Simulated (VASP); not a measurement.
Wanted: the native input for a VASP 6.6.1 run.

```
Task                   : relaxation of cell and atoms
Functional             : PBE
Potentials or basis    : VASP PAW PBE potentials, release 64 (Nd_3, Hf_pv), 4f in core
Cutoff                 : 500 eV
k mesh                 : 7 × 7 × 4
Occupations            : gaussian, width 0.2 eV
Spin                   : no spin polarisation
Dipole correction      : no
Further INCAR settings : ALGO = Normal; EDIFF = 1e-07; IBRION = 2; EDIFFG = -0.08; NSW = 36; ISIF = 3
```

The structure of NdHf lies in POSCAR:

```
NdHf
1.0
    3.3771239300      0.0000000000      0.0000000000
   -1.6885619600      2.9246751100      0.0000000000
    0.0000000000      0.0000000000      5.5642825100
Nd Hf
1 1
Direct
    0.0000000000      0.0000000000      0.8389571500
    0.0000000000      0.0000000000      0.3171188400
```

The cell was generated, and may not be a known phase.

The input as run:

INCAR

```
ALGO = Normal
EDIFF = 1E-7
EDIFFG = -0.08
ENCUT = 500
GGA = PE
GGA_COMPAT = F
IBRION = 2
ISIF = 3
ISMEAR = 0
LASPH = T
LCHARG = F
LMAXMIX = 6
LREAL = F
LWAVE = F
NELM = 200
NELMIN = 4
NSW = 36
PREC = Accurate
SIGMA = 0.2
```

KPOINTS

```
k-points
0
Gamma
  7 7 4
```

Potentials or basis: VASP PAW PBE potentials, release 64 (Nd_3, Hf_pv), 4f in core.

Command:

```bash
$ cat potpaw_PBE.64/Nd_3/POTCAR potpaw_PBE.64/Hf_pv/POTCAR > POTCAR
$ mpirun -np 1 vasp_std > vasp.out
```

It gave:

The relaxed volume is 27.69 Å³/atom. The relaxed cell is a = 3.177 Å, b = 3.177 Å, c = 6.336 Å, α = 90.00°, β = 90.00°, γ = 120.00°. The space group after relaxing (to 0.1 Å) is P6/mmm (No. 191) and the energy gained by relaxing is 314.8 meV/atom. The ionic steps are 7. The pressure after relaxing is -0.1 GPa. The largest force after relaxing is 0.028 eV/Å and the band gap on the k mesh is zero (an odd number of electrons rules out a gap without spin polarisation).

Caveat: spin-orbit coupling is left out, which moves the levels of the heavy elements; the 4f electrons are frozen in the core, so they carry no moment and show no levels.

Wall time 62 s on 1 thread of Intel(R) Xeon(R) 6975P-C (Granite Rapids), with other jobs on the host, peak memory 0.19 GiB.
